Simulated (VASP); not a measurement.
Set up this calculation in VASP 6.6.1, as the native input.

```yaml
Task: single point
Functional: LDA
Potentials_or_basis: VASP PAW LDA potentials, release 64 (Nb_sv, H)
Cutoff: 520 eV
k_mesh: 9 × 7 × 1
Occupations: gaussian, width 0.1 eV
Spin: no spin polarisation
Dipole_correction: yes
Further_INCAR_settings: ALGO = Normal; EDIFF = 1e-06; NBANDS = 34
```

The structure of Nb4H lies in POSCAR:

```
Nb4H
1.0
    2.9270177669      0.0000000000      0.0000000000
    0.0000000000      4.1394282232      0.0000000000
    0.0000000000      0.0000000000     21.2576690685
Nb H
4 1
Direct
    0.5000000000      0.5000000000      0.1881673850
    0.0000000000      0.0000000000      0.2570135449
    0.5000000000      0.5000000000      0.3306382692
    0.0000000000      0.0000000000      0.3884559987
    0.0000000000      0.3333333333      0.4312640788
```

One way to write it, as run:

INCAR

```
ALGO = Normal ; DIPOL = 0.5 0.5 0.319
EDIFF = 1E-6 ; ENCUT = 520
IDIPOL = 3 ; ISIF = 2
ISMEAR = 0 ; LASPH = T
LCHARG = T ; LDIPOL = T
LELF = T ; LREAL = F
LVACPOTAV = T ; LVHAR = T
LWAVE = F ; NBANDS = 34
NELM = 100 ; PREC = Accurate
SIGMA = 0.1
```

KPOINTS

```
k-points
0
Gamma
  9 7 1
```

Potentials or basis: VASP PAW LDA potentials, release 64 (Nb_sv, H).

Launch:

```bash
$ cat potpaw_LDA.64/Nb_sv/POTCAR potpaw_LDA.64/H/POTCAR > POTCAR
$ mpirun -np 1 vasp_std > vasp.out
```

It gave:

The largest force is 2.754 eV/Å.

It took 4.6 min on 1 thread of Intel Xeon 6975P-C (shared host), peak memory 0.36 GiB.
